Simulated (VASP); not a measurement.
Here is a VASP 6.6.1 calculation.

INCAR

```
SYSTEM = Rh
PREC = Accurate
ENCUT = 600
EDIFF = 1E-6
ISMEAR = 0
SIGMA = 0.1
LREAL = .FALSE.
LASPH = .TRUE.
NELM = 80
ALGO = Fast
ISIF = 3
LWAVE = .FALSE.
LCHARG = .FALSE.
GGA = PS
IBRION = 2
NSW = 100
EDIFFG = -0.005
```

Contents of KPOINTS:

```
regular mesh
0
G
  18 18 10
  0 0 0
```

Contents of POSCAR:

```
Rh
1.0
    2.6825389559      0.0000000000      0.0000000000
   -1.3412694780      2.3231468825      0.0000000000
    0.0000000000      0.0000000000      4.3382529157
Rh
2
Direct
    0.6666666667      0.3333333333      0.7500000000
    0.3333333333      0.6666666667      0.2500000000
```

Potentials or basis: VASP PAW PBE potentials, release 64 (Rh_pv).

The run is started by

```sh
$ cat potpaw_PBE.64/Rh_pv/POTCAR > POTCAR
$ mpirun -np 1 vasp_std > vasp.out
```

Question: Estimate the relaxed cell.

Answer: a = 2.688 Å, b = 2.688 Å, c = 4.328 Å, α = 90.00°, β = 90.00°, γ = 120.00°.

Question: Estimate the relaxed volume.

Answer: 13.54 Å³/atom.

Question: Predict the space group after relaxing (to 0.1 Å).

Answer: P6_3/mmc (No. 194).

Question: Predict the band gap on the k mesh.

Answer: Zero (bands 15 and 16 overlap by 2.51 eV).

Final structure:
```cif
data_structure
_symmetry_space_group_name_H-M 'P 1'
_symmetry_Int_Tables_number 1
_cell_length_a 2.6882
_cell_length_b 2.6882
_cell_length_c 4.3277
_cell_angle_alpha 90.000
_cell_angle_beta 90.000
_cell_angle_gamma 120.000
_cell_volume 27.08
loop_
_atom_site_label
_atom_site_type_symbol
_atom_site_fract_x
_atom_site_fract_y
_atom_site_fract_z
_atom_site_occupancy
Rh1 Rh 0.66667 0.33333 0.75000 1
Rh2 Rh 0.33333 0.66667 0.25000 1
```

Caveat: the PAW data sets were made with another functional, which shifts forces and pressure a little.
